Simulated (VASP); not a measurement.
Here is a VASP 6.6.1 calculation.

File INCAR:

```
SYSTEM = AgC2
ALGO = Normal
EDIFF = 1E-6
ENCUT = 600
GGA = PE
GGA_COMPAT = .False.
ISIF = 2
ISMEAR = 0
LASPH = .True.
LCHARG = .False.
LREAL = .False.
LWAVE = .False.
NBANDS = 16
NELM = 120
PREC = Accurate
SIGMA = 0.1
```

The input KPOINTS:

```
k-points
0
Gamma
  6 6 6
  0 0 0
```

The input POSCAR:

```
AgC2
1.0
    1.2766654647      0.7370831497      8.4204161026
   -1.2766654647      0.7370831497      8.4204161026
    0.0000000000     -1.4741662994      8.4204161026
Ag C
1 2
Direct
    0.0003895734      0.0003895734      0.0003895734
    0.1675036334      0.1675036334      0.1675036334
    0.5008068332      0.5008068332      0.5008068332
```

Potentials or basis: VASP PAW PBE potentials, release 64 (Ag, C).

Run with:

```console
$ cat potpaw_PBE.64/Ag/POTCAR potpaw_PBE.64/C/POTCAR > POTCAR
$ mpirun -np 1 vasp_std > vasp.out
```

Question: What does it give for the pressure?

Answer: -0.1 GPa.

Question: What does it give for the largest force?

Answer: 0.014 eV/Å.

Stress tensor (GPa, compression positive):
```
-0.22  0.00  0.00
 0.00 -0.22  0.00
 0.00  0.00  0.01
```

Caveat: the k points lie up to 0.48 Å⁻¹ apart, too coarse for converged energies and pressures of a metal.
